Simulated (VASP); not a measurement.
# Eu (P6_3/mmc) in VASP: single point with PBE

Aim: the single point of Eu with PBE.

Program: VASP 6.6.1. These are calculated values, not measurements. Logs are shortened: lines on timing, memory, paths and dates and some standing lists are left out, and cuts for length are marked.

### 1 The cell of the first run

Symmetry: P6_3/mmc, No. 194, hexagonal system. Conventional cell: a = 3.425 Å, b = 3.425 Å, c = 5.502 Å, α = 90.00°, β = 90.00°, γ = 120.00°. Within 4.5 Å of Eu (site symmetry -6m2) lie 12 Eu at 3.39 to 3.43 Å.

This isn't the form of Eu at room conditions, which is bcc.

### 2 Single point, PBE, collinear spin, ferromagnetic start

INCAR

```
SYSTEM = Eu
  PREC = Accurate
  ENCUT = 520
  EDIFF = 1E-6
  ISMEAR = -1
  SIGMA = 0.08
  LREAL = .FALSE.
  LASPH = .TRUE.
  NELM = 150
  ALGO = Normal
  ISIF = 2
  LWAVE = .FALSE.
  LCHARG = .FALSE.
  ISPIN = 2
  MAGMOM = 7 7
  LORBIT = 11
  LMAXMIX = 6
  GGA = PE
  NBANDS = 28
```

KPOINTS

```
regular mesh
0
G
  13 13 7
  0 0 0
```

POSCAR

```
Eu
1.0
    3.4254431441      0.0000000000      0.0000000000
   -1.7127215721      2.9665207820      0.0000000000
    0.0000000000      0.0000000000      5.5015896756
Eu
2
Direct
    0.3333333333      0.6666666667      0.2500000000
    0.6666666667      0.3333333333      0.7500000000
```

Potentials or basis: VASP PAW PBE potentials, release 64 (Eu).

On the command line:

```
cat potpaw_PBE.64/Eu/POTCAR > POTCAR
mpirun -np 1 vasp_std > vasp.out
```

OUTCAR:

```text
SYSTEM = Eu
   PREC = Accurate
   ENCUT = 520
   EDIFF = 1E-6
   ISMEAR = -1
   LREAL = .FALSE.
   LASPH = .TRUE.
   NELM = 150
   ISIF = 2
   ISPIN = 2
   LORBIT = 11
   GGA = PE

 ion  position               nearest neighbor table
   1  0.333  0.667  0.250-   2 3.39   2 3.39   2 3.39   2 3.39   2 3.39   2 3.39
   2  0.667  0.333  0.750-   1 3.39   1 3.39   1 3.39   1 3.39   1 3.39   1 3.39

  LATTYP: Found a hexagonal cell.
 ALAT       =     3.4254431441
 C/A-ratio  =     1.6060957500

  Lattice vectors:

 A1 = (   3.4254431441,   0.0000000000,   0.0000000000)
 A2 = (  -1.7127215721,   2.9665207820,   0.0000000000)
 A3 = (   0.0000000000,   0.0000000000,   5.5015896756)

Analysis of symmetry for initial positions (statically):
=====================================================================
 Subroutine PRICEL returns:
 Original cell was already a primitive cell.

 Routine SETGRP: Setting up the symmetry group for a
 hexagonal supercell.

 Subroutine GETGRP returns: Found 24 space group operations
 (whereof 12 operations were pure point group operations)
 out of a pool of 24 trial point group operations.

The static configuration has the point symmetry D_3d.
 The point group associated with its full space group is D_6h.

Analysis of symmetry for dynamics (positions and initial velocities):
=====================================================================
 Subroutine PRICEL returns:
 Original cell was already a primitive cell.

 Routine SETGRP: Setting up the symmetry group for a
 hexagonal supercell.

 Subroutine GETGRP returns: Found 24 space group operations
 (whereof 12 operations were pure point group operations)
 out of a pool of 24 trial point group operations.

The dynamic configuration has the point symmetry D_3d.
 The point group associated with its full space group is D_6h.

Analysis of structural, dynamic, and magnetic symmetry:
=====================================================================
 Subroutine PRICEL returns:
 Original cell was already a primitive cell.

 Routine SETGRP: Setting up the symmetry group for a
 hexagonal supercell.

 Subroutine GETGRP returns: Found 24 space group operations
 (whereof 12 operations were pure point group operations)
 out of a pool of 24 trial point group operations.

The overall configuration has the point symmetry D_3d.
 The point group associated with its full space group is D_6h.

 Subroutine INISYM returns: Found 24 space group operations
 (whereof 12 operations are pure point group operations),
 and found     1 'primitive' translations

----------------------------------------------------------------------------------------

                                     Primitive cell

  volume of cell :      55.9052

  direct lattice vectors                    reciprocal lattice vectors
     3.425443144  0.000000000  0.000000000     0.291933031  0.168547614  0.000000000
    -1.712721572  2.966520782  0.000000000     0.000000000  0.337095228  0.000000000
     0.000000000  0.000000000  5.501589676     0.000000000  0.000000000  0.181765646

  length of vectors
     3.425443144  3.425443144  5.501589676     0.337095228  0.337095228  0.181765646

  position of ions in fractional coordinates (direct lattice)
     0.333333333  0.666666667  0.250000000
     0.666666667  0.333333333  0.750000000

  ion indices of the primitive-cell ions
   primitive index   ion index
                 1           1
                 2           2

----------------------------------------------------------------------------------------

 KPOINTS: regular mesh

Automatic generation of k-mesh.
 Grid dimensions read from file:
 generate k-points for:   13   13    7

 Generating k-lattice:

  Cartesian coordinates                     Fractional coordinates (reciprocal lattice)
     0.022456387  0.012965201  0.000000000     0.076923077 -0.000000000  0.000000000
     0.000000000  0.025930402  0.000000000     0.000000000  0.076923077  0.000000000
     0.000000000  0.000000000  0.025966521     0.000000000  0.000000000  0.142857143

  Length of vectors
     0.025930402  0.025930402  0.025966521

  Shift w.r.t. Gamma in fractional coordinates (k-lattice)
     0.000000000  0.000000000  0.000000000

 Subroutine IBZKPT returns following result:
 ===========================================

 Found     84 irreducible k-points:

 Following reciprocal coordinates:
            Coordinates               Weight
  0.000000  0.000000  0.000000      1.000000
  0.076923 -0.000000  0.000000      6.000000
  0.153846 -0.000000  0.000000      6.000000
  0.230769 -0.000000  0.000000      6.000000
  0.307692 -0.000000  0.000000      6.000000
  0.384615 -0.000000  0.000000      6.000000
[... 16 lines left out ...]
  0.076923 -0.000000  0.142857     12.000000
  0.153846 -0.000000  0.142857     12.000000
 [... further k-points ...]
   k-points           NKPTS =     84   k-points in BZ     NKDIM =     84   number of bands    NBANDS=     28
   number of dos      NEDOS =    301   number of ions     NIONS =      2
   total plane-waves  NPLWV =  32928
   dimension x,y,z NGX =    28 NGY =   28 NGZ =   42
   dimension x,y,z NGXF=    56 NGYF=   56 NGZF=   84
   ions per type =               2
   NGX,Y,Z   is equivalent  to a cutoff of  13.59, 13.59, 12.69 a.u.
   NGXF,Y,Z  is equivalent  to a cutoff of  27.18, 27.18, 25.38 a.u.
 SYSTEM =  Eu
   PREC   = accura    normal or accurate (medium, high low for compatibility)
   ISTART =      0    job   : 0-new  1-cont  2-samecut
   ICHARG =      2    charge: 1-file 2-atom 10-const
   ISPIN  =      2    spin polarized calculation?
   LNONCOLLINEAR =      F non collinear calculations
   LSORBIT =      F    spin-orbit coupling
   LASPH  =      T    aspherical Exc in radial PAW
   ENCUT  =  520.0 eV  38.22 Ry    6.18 a.u.   6.37  6.37 10.23*2*pi/ulx,y,z
   NELM   =    150;   NELMIN=  2; NELMDL= -5     # of ELM steps
   EDIFF  = 0.1E-05   stopping-criterion for ELM
   LREAL  =      F    real-space projection
   EDIFFG = 0.1E-04   stopping-criterion for IOM
   NSW    =      0    number of steps for IOM
   IBRION =     -1    ionic relax: 0-MD 1-quasi-New 2-CG
   NFREE  =      0    steps in history (QN), initial steepest desc. (CG)
   ISIF   =      2    stress and relaxation
   ISYM   =      2    0-nonsym 1-usesym 2-fastsym
   POTIM  = 0.5000    time-step for ionic-motion
   TEBEG  =    0.0;   TEEND  =   0.0 temperature during run
   PSTRESS=    0.0 pullay stress
   NELECT =      34.0000    total number of electrons
   NUPDOWN=      -1.0000    fix difference up-down
   EMIN   =  10.00;   EMAX   =-10.00  energy-range for DOS
   EFERMI =   0.00;   METHOD = LEGACY
   ISMEAR =    -1;   SIGMA  =   0.08  broadening in eV -4-tet -1-fermi 0-gaus
   EFERMI_NEDOS =   21; number of points for ismear=-14 and -15
   IALGO  =     38    algorithm
   IMIX   =      4    mixing-type and parameters
     AMIX     =   0.40;   BMIX     =  1.00
     AMIX_MAG =   1.60;   BMIX_MAG =  1.00
  volume/ion in A,a.u.               =      27.95       188.63
  Fermi-wavevector in a.u.,A,eV,Ry     =   1.387023  2.621094 26.175337  1.923833
  Thomas-Fermi vector in A             =   2.511283
   LORBIT       =     11    0 simple, 1 ext, 2 COOP (PROOUT), +10 PAW based schemes
   GGA     = PE    functional components
   LHFCALC =     F    Hartree Fock is set to
   AEXX    =    0.0000 exact exchange contribution
   IVDW    =     0    specifies the selected vdW correction
   LEPSILON=     F    determine dielectric tensor
   LRPA    =     F    only Hartree local field effects (RPA)
 spin polarized calculation
  energy-cutoff  :      520.00
  volume of cell :       55.91
 maximum number of plane-waves:      1528
 NGX is ok and might be reduce to    28
   NGX = 13   NGY = 13   NGZ = 21

 number of electron      33.9999997 magnetization      14.5406366

 Free energy of the ion-electron system (eV)
  ---------------------------------------------------
  ext. energy  EPLUGINS =         0.00000000
  ---------------------------------------------------
  free energy    TOTEN  =       -22.25887371 eV

  energy without entropy =      -22.18146708  energy(sigma->0) =      -22.22017040

 E-fermi :   3.8497     XC(G=0): -10.6367

 val. band max:        3.8475647592   @ k =   0.3077  -0.0000   0.0000
 cond. band min:       3.8503103938   @ k =   0.4615  -0.0000   0.2857
 fundamental gap:      0.0027456347
 Fermi energy:         3.8496801490

 spin component 1

 k-point     1 :       0.0000    0.0000    0.0000
  band No.  band energies     occupation
      1     -37.6189      1.00000
      2     -37.4257      1.00000
      3     -17.1585      1.00000
      4     -15.8278      1.00000
      5     -15.8278      1.00000
      6     -15.6189      1.00000
[... 20 lines left out ...]
     27       6.0393      0.00000
     28       6.4314      0.00000
[... 683 lines left out ...]
 k-point    24 :       0.1538   -0.0000    0.1429
  band No.  band energies     occupation
      1     -37.5769      1.00000
      2     -37.4201      1.00000
      3     -16.9964      1.00000
      4     -16.0684      1.00000
      5     -15.9368      1.00000
      6     -15.8950      1.00000
[... 20 lines left out ...]
     27       6.0370      0.00000
     28       6.4039      0.00000

 [... further k-points ...]

 spin component 2

 k-point     1 :       0.0000    0.0000    0.0000
  band No.  band energies     occupation
      1     -34.5479      1.00000
      2     -34.3145      1.00000
      3     -15.0178      1.00000
      4     -13.4801      1.00000
      5     -13.4801      1.00000
      6     -13.2437      1.00000
[... 20 lines left out ...]
     27       8.5418      0.00000
     28       8.5609      0.00000
[... 683 lines left out ...]
 k-point    24 :       0.1538   -0.0000    0.1429
  band No.  band energies     occupation
      1     -34.4972      1.00000
      2     -34.3075      1.00000
      3     -14.8318      1.00000
      4     -13.7682      1.00000
      5     -13.6180      1.00000
      6     -13.5604      1.00000
[... 20 lines left out ...]
     27       8.4577      0.00000
     28       8.7059      0.00000

 [... further k-points ...]

------------------------ aborting loop because EDIFF is reached ----------------------------------------

  FORCE on cell =-STRESS in cart. coord.  units (eV):
  Direction    XX          YY          ZZ          XY          YZ          ZX
  --------------------------------------------------------------------------------------
  -------------------------------------------------------------------------------------
  Total        3.7231021      3.7231021      3.7323435     -0.0000000      0.0000000      0.0000000
  in kB      106.6996936    106.6996936    106.9645406     -0.0000000      0.0000000      0.0000000
  external PRESSURE =     106.7879760 kB  Pullay stress =       0.0000000 kB

 VOLUME and BASIS-vectors are now :
 -----------------------------------------------------------------------------
  energy-cutoff  :      520.00
  volume of cell :       55.91
      direct lattice vectors                 reciprocal lattice vectors
     3.425443144  0.000000000  0.000000000     0.291933031  0.168547614  0.000000000
    -1.712721572  2.966520782  0.000000000     0.000000000  0.337095228  0.000000000
     0.000000000  0.000000000  5.501589676     0.000000000  0.000000000  0.181765646

 POSITION                                       TOTAL-FORCE (eV/Angst)
 -----------------------------------------------------------------------------------
     -0.00000      1.97768      1.37540         0.000000      0.000000      0.000000
      1.71272      0.98884      4.12619        -0.000000     -0.000000      0.000000
 -----------------------------------------------------------------------------------
    total drift:                               -0.000000      0.000000     -0.000000

  FREE ENERGIE OF THE ION-ELECTRON SYSTEM (eV)
  ---------------------------------------------------
  free  energy   TOTEN  =       -22.2588737102 eV

  energy  without entropy=      -22.1814670837  energy(sigma->0) =      -22.22017040

 total charge

# of ion       s       p       d       f       tot
--------------------------------------------------
    1        2.108   5.672   0.576   6.522  14.878
    2        2.108   5.672   0.576   6.522  14.878
--------------------------------------------------
tot          4.217  11.344   1.151  13.045  29.757

 magnetization (x)

# of ion       s       p       d       f       tot
--------------------------------------------------
    1        0.009  -0.073   0.223   6.508   6.668
    2        0.009  -0.073   0.223   6.508   6.668
--------------------------------------------------
tot          0.019  -0.145   0.447  13.016  13.336
```

Run time: 4.6 min. Hardware: 1 thread of Intel Xeon Platinum 8488C (Sapphire Rapids), shared host; peak memory 0.35 GiB.

What came out:

```
Free energy                                           : -22.2589 eV
Pressure                                              : 10.7 GPa
Net moment                                            : 14.54 μB per cell
Site moments                                          : Eu +6.67 μB
Valence electrons inside the program's atomic spheres : Eu 14.88
```

Levels at points of the mesh, in eV from the Fermi level:
Spin up:
| k point | band 21 | band 22 | band 23 | band 24 | band 25 | band 26 | band 27 | band 28 |
| --- | --- | --- | --- | --- | --- | --- | --- | --- |
| (0.00, 0.00, 0.00) | -0.43 | -0.43 | -0.34 | -0.33 | 2.04 | 2.04 | 2.19 | 2.58 |
Spin down:
```csv
k point,band 6,band 7,band 8,band 9,band 10,band 11,band 12,band 13,band 14,band 15
"(0.00, 0.00, 0.00)",-17.09,-17.09,-17.06,-3.59,-1.17,2.98,3.00,3.00,3.23,3.65
```

Caveat: the cell stands under pressure; spin-orbit coupling is left out, which moves the levels of the heavy elements; semilocal functionals describe open f shells poorly, which spoils levels, moments and volumes. The state reached can hang on the start; a lower one may exist.
